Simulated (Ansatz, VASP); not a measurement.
# Two plane-wave programs on PtS2

```
Pt S
1.0
     3.57663    0.00000    0.00000
    -1.78832    3.09746    0.00000
     0.00000    0.00000    6.48315
Pt S
1 2
Direct
  0.00000 0.00000 0.00000
  0.33333 0.66667 0.18933
  0.66667 0.33333 0.81067
```

Alike in both runs: task relaxation of cell and atoms; functional PBE; k mesh 12 × 12 × 4; occupations gaussian, width 0.02 eV; no spin polarisation.

|  | VASP | Ansatz |
| --- | --- | --- |
| version | VASP 6.6.1 | Ansatz 0.2.0 |
| potentials or method | VASP PAW PBE potentials, release 64 (Pt, S), cutoff 600 eV | scalar-relativistic, plane waves, PAW |
| valence electrons in the cell | 22 | 30 |

```csv
,VASP,Ansatz,Ansatz less VASP
"gap on the k mesh at the Fermi level, each at its own relaxed structure (eV)",1.50,1.49,-0.010
relaxed volume (Å³/atom),23.88,23.94,+0.061
relaxed length of the cell vector where the two differ most in proportion (Å),3.573,3.577,+0.0035
```

VASP's potentials hold 22 valence electrons a cell and Ansatz's 30, so a difference there can come from the potentials and not from the codes.

Spin-orbit coupling is off throughout.
